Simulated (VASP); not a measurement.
# PbSe (P6_3/mmc) in VASP: further runs, part 2 of 2

VASP 6.6.1.

## (3) Single point, r2SCAN

This run uses another cell than the first one, of 29.87 Å³/atom.

Input file POSCAR:

```
PbSe
1.0
    4.2735454799      0.0000000000      0.0000000000
   -2.1367727399      3.7009989499      0.0000000000
    0.0000000000      0.0000000000      7.5550281280
Pb Se
2 2
Direct
    0.0000000000      0.0000000000      0.0000000000
    0.0000000000      0.0000000000      0.5000000000
    0.3333333333      0.6666666667      0.2500000000
    0.6666666667      0.3333333333      0.7500000000
```

Input file INCAR.step1:

```
SYSTEM = PbSe
ALGO = Normal
EDIFF = 1E-4
ENCUT = 520
GGA = PE
ISMEAR = -1
LASPH = .True.
LCHARG = .False.
LREAL = .False.
LWAVE = .True.
NBANDS = 28
NELM = 80
PREC = Accurate
SIGMA = 0.02
```

Input file INCAR.step2:

```
SYSTEM = PbSe
ALGO = Normal
EDIFF = 1E-7
ENCUT = 520
ISIF = 2
ISMEAR = -1
ISTART = 1
LASPH = .True.
LCHARG = .False.
LMIXTAU = .True.
LREAL = .False.
LWAVE = .False.
METAGGA = R2SCAN
NBANDS = 28
NELM = 80
PREC = Accurate
SIGMA = 0.02
```

Input file KPOINTS:

```
k-points
0
Gamma
  12 12 4
  0 0 0
```

Potentials or basis: VASP PAW PBE potentials, release 64 (Pb_d, Se).

Command:

```sh
> cat potpaw_PBE.64/Pb_d/POTCAR potpaw_PBE.64/Se/POTCAR > POTCAR
> cp INCAR.step1 INCAR
> mpirun -np 1 vasp_std > vasp.out
> cp INCAR.step2 INCAR
> mpirun -np 1 vasp_std > vasp.out
```

Run time: 8.4 min. Hardware: 1 thread of Intel Xeon Platinum 8488C (Sapphire Rapids), shared host; peak memory 0.35 GiB.

The run converged. Its results:

* Free energy: -143.6588 eV
* Pressure: 0.0 GPa
* Band gap on the k mesh: 0.12 eV

Levels at points of the mesh, in eV from the valence-band top:
```
           k point  band 17  band 18  band 19  band 20  band 21  band 22  band 23  band 24
(0.00, 0.00, 0.00)    -2.16    -1.69    -1.69     0.00     0.12     2.97     2.97     3.06
(0.50, 0.00, 0.00)    -3.36    -1.85    -1.78    -1.17     0.17     1.57     2.48     3.88
(0.00, 0.00, 0.50)    -1.93    -1.93    -1.74    -1.74     2.48     2.48     2.90     2.90
(0.50, 0.00, 0.50)    -2.97    -2.97    -2.76    -2.76     2.50     2.50     2.87     2.87
```

Caveat: the PAW data sets were made with another functional, which shifts forces and pressure a little; spin-orbit coupling is left out, which moves the levels of the heavy elements. A k mesh can miss the band edges.

## (4) Relaxation of cell and atoms, r2SCAN

Input file POSCAR:

```
PbSe
1.0
    4.3084324645      0.0000000000      0.0000000000
   -2.1542162322      3.7312119647      0.0000000000
    0.0000000000      0.0000000000      7.5764436040
Pb Se
2 2
Direct
    0.0000000000      0.0000000000      0.0000000000
    0.0000000000      0.0000000000      0.5000000000
    0.3333333333      0.6666666667      0.2500000000
    0.6666666667      0.3333333333      0.7500000000
```

Input file INCAR.step1:

```
PREC = Accurate
ENCUT = 600
ISMEAR = -1
SIGMA = 0.02
LREAL = False
LASPH = True
NELM = 100
GGA = PE
ALGO = Normal
EDIFF = 1E-4
LWAVE = True
LCHARG = False
```

Input file INCAR.step2:

```
PREC = Accurate
ENCUT = 600
EDIFF = 1E-6
ISMEAR = -1
SIGMA = 0.02
LREAL = False
LASPH = True
NELM = 100
ALGO = Normal
ISIF = 3
LWAVE = False
LCHARG = False
METAGGA = R2SCAN
LMIXTAU = True
IBRION = 2
NSW = 80
EDIFFG = -0.005
ISTART = 1
```

Input file KPOINTS:

```
Automatic mesh
0
Gamma
  6 6 4
```

Potentials or basis: VASP PAW PBE potentials, release 64 (Pb_d, Se).

Command:

```sh
> cat potpaw_PBE.64/Pb_d/POTCAR potpaw_PBE.64/Se/POTCAR > POTCAR
> cp INCAR.step1 INCAR
> mpirun -np 1 vasp_std > vasp.out
> cp INCAR.step2 INCAR
> mpirun -np 1 vasp_std > vasp.out
```

OUTCAR:

```text
PREC = Accurate
   ENCUT = 600
   EDIFF = 1E-6
   ISMEAR = -1
   LREAL = False
   LASPH = True
   NELM = 100
   ISIF = 3
   METAGGA = R2SCAN
   IBRION = 2
   NSW = 80
   EDIFFG = -0.005
   ISTART = 1

 ion  position               nearest neighbor table
   1  0.000  0.000  0.000-   3 3.13   4 3.13   3 3.13   4 3.13   4 3.13   3 3.13   2 3.79   2 3.79

   2  0.000  0.000  0.500-   3 3.13   4 3.13   3 3.13   4 3.13   4 3.13   3 3.13   1 3.79   1 3.79

   3  0.333  0.667  0.250-   1 3.13   2 3.13   1 3.13   2 3.13   1 3.13   2 3.13
   4  0.667  0.333  0.750-   1 3.13   2 3.13   1 3.13   2 3.13   1 3.13   2 3.13

  LATTYP: Found a hexagonal cell.
 ALAT       =     4.3084324645
 C/A-ratio  =     1.7585151134

  Lattice vectors:

 A1 = (   4.3084324645,   0.0000000000,   0.0000000000)
 A2 = (  -2.1542162322,   3.7312119647,   0.0000000000)
 A3 = (   0.0000000000,   0.0000000000,   7.5764436040)

Analysis of symmetry for initial positions (statically):
=====================================================================
 Subroutine PRICEL returns:
 Original cell was already a primitive cell.

 Routine SETGRP: Setting up the symmetry group for a
 hexagonal supercell.

 Subroutine GETGRP returns: Found 24 space group operations
[... 158 lines left out ...]
--------------------------------------- Ionic step        1  -------------------------------------------

 number of electron      40.0000004 magnetization

 Free energy of the ion-electron system (eV)
  ---------------------------------------------------
  ext. energy  EPLUGINS =         0.00000000
  ---------------------------------------------------
  free energy    TOTEN  =      -143.65376802 eV

  energy without entropy =     -143.65372011  energy(sigma->0) =     -143.65374406

------------------------ aborting loop because EDIFF is reached ----------------------------------------

  FORCE on cell =-STRESS in cart. coord.  units (eV):
  Direction    XX          YY          ZZ          XY          YZ          ZX
  --------------------------------------------------------------------------------------
  -------------------------------------------------------------------------------------
  Total       -0.6842857     -0.6842857     -0.6421762     -0.0000000      0.0000000      0.0000000
  in kB       -9.0014700     -9.0014700     -8.4475382     -0.0000000      0.0000000      0.0000000
  external PRESSURE =      -8.8168261 kB  Pullay stress =       0.0000000 kB
[... 215 lines left out ...]
--------------------------------------- Ionic step        7  -------------------------------------------

 number of electron      39.9999998 magnetization

 Free energy of the ion-electron system (eV)
  ---------------------------------------------------
  ext. energy  EPLUGINS =         0.00000000
  ---------------------------------------------------
  free energy    TOTEN  =      -143.66015148 eV

  energy without entropy =     -143.66002911  energy(sigma->0) =     -143.66009030

 E-fermi :   4.9420     XC(G=0):  -9.8460

 val. band max:        4.8835518426   @ k =   0.0000   0.0000   0.0000
 cond. band min:       5.0049571573   @ k =   0.0000   0.0000   0.0000
 fundamental gap:      0.1214053147
 Fermi energy:         4.9419919203

 k-point     1 :       0.0000    0.0000    0.0000
  band No.  band energies     occupation
      1     -13.1190      2.00000
      2     -13.0717      2.00000
      3     -13.0717      2.00000
      4     -13.0548      2.00000
      5     -13.0548      2.00000
      6     -13.0470      2.00000
[... 587 lines left out ...]
  FREE ENERGIE OF THE ION-ELECTRON SYSTEM (eV)
  ---------------------------------------------------
  free  energy   TOTEN  =      -143.6601514768 eV

  energy  without entropy=     -143.6600291150  energy(sigma->0) =     -143.66009030

 reached required accuracy - stopping structural energy minimisation
```

It took 13 min on 1 thread of Intel Xeon Platinum 8488C (Sapphire Rapids), shared host; peak memory 0.35 GiB.

What came out:

```yaml
Free_energy: -143.6602 eV
Relaxed_volume: 29.89 Å³/atom
Relaxed_cell: a = 4.275 Å, b = 4.275 Å, c = 7.557 Å, α = 90.00°, β = 90.00°, γ = 120.00°
Space_group_after_relaxing_to_0.1_Å: P6_3/mmc (No. 194)
Energy_gained_by_relaxing: 1.6 meV/atom
Ionic_steps: 7
Pressure_after_relaxing: 0.0 GPa
Band_gap_on_the_k_mesh: 0.12 eV
```

Step by step:
| step | energy change (eV) | largest force (eV/Å) | pressure (GPa) | volume (Å³) |
| --- | --- | --- | --- | --- |
| 1 | 0.0000 | 0.0000 | -0.88 | 121.80 |
| 2 | -0.0054 | 0.0000 | 0.32 | 118.87 |
| 3 | -0.0061 | 0.0000 | 0.01 | 119.61 |
| 4 | -0.0061 | 0.0000 | 0.00 | 119.65 |
| 5 | -0.0063 | 0.0000 | -0.02 | 119.62 |
| 6 | -0.0064 | 0.0000 | -0.02 | 119.57 |
| 7 | -0.0064 | 0.0000 | -0.02 | 119.58 |

Final structure:
```
CELL_PARAMETERS angstrom
4.27466 0.00000 0.00000
-2.13733 3.70197 0.00000
0.00000 0.00000 7.55653
ATOMIC_POSITIONS crystal
Pb 0.00000 0.00000 0.00000
Pb 0.00000 0.00000 0.50000
Se 0.33333 0.66667 0.25000
Se 0.66667 0.33333 0.75000
```

Levels at points of the mesh, in eV from the valence-band top:
```tsv
k point	band 17	band 18	band 19	band 20	band 21	band 22	band 23	band 24
(0.00, 0.00, 0.00)	-2.15	-1.69	-1.69	0.00	0.12	2.98	2.98	3.06
(0.50, 0.00, 0.00)	-3.35	-1.85	-1.77	-1.16	0.17	1.58	2.49	3.88
(0.00, 0.00, 0.50)	-1.92	-1.92	-1.73	-1.73	2.48	2.48	2.91	2.91
(0.50, 0.00, 0.50)	-2.96	-2.96	-2.76	-2.76	2.51	2.51	2.87	2.87
```

Caveat: the PAW data sets were made with another functional, which shifts forces and pressure a little; spin-orbit coupling is left out, which moves the levels of the heavy elements. A k mesh can miss the band edges.

## (5) Summary

```csv
task,level,potentials or basis,cell,k mesh,cutoff (eV),gap on the mesh (eV),pressure (GPa),relaxed volume (Å³/atom)
relaxation of cell and atoms,LDA,"VASP PAW LDA potentials, release 64 (Pb_d, Se)","relaxed from a = 4.308, b = 4.308, c = 7.576 Å, angles 90.0, 90.0, 120.0°, 4 atoms",6 × 6 × 4,600,none,0.0,27.94
single point,r2SCAN,"VASP PAW PBE potentials, release 64 (Pb_d, Se)","a = 4.274, b = 4.274, c = 7.555 Å, angles 90.0, 90.0, 120.0°, 4 atoms",12 × 12 × 4,520,0.12,0.0,-
relaxation of cell and atoms,r2SCAN,"VASP PAW PBE potentials, release 64 (Pb_d, Se)","relaxed from a = 4.308, b = 4.308, c = 7.576 Å, angles 90.0, 90.0, 120.0°, 4 atoms",6 × 6 × 4,600,0.12,0.0,29.89
```

Alike in all rows: no spin polarisation; smearing fermi-dirac 0.02 eV.

Caveats: spin-orbit coupling is left out, which moves the levels of the heavy elements; the PAW data sets were made with another functional, which shifts forces and pressure a little (at least some runs); semilocal functionals underestimate gaps, and a narrow one can read as zero (at least some runs).

Total energies depend on the potentials used, so only differences within one code and one set of settings carry meaning.

The gap in the log of VASP goes by the Fermi energy; the results here count the filled bands.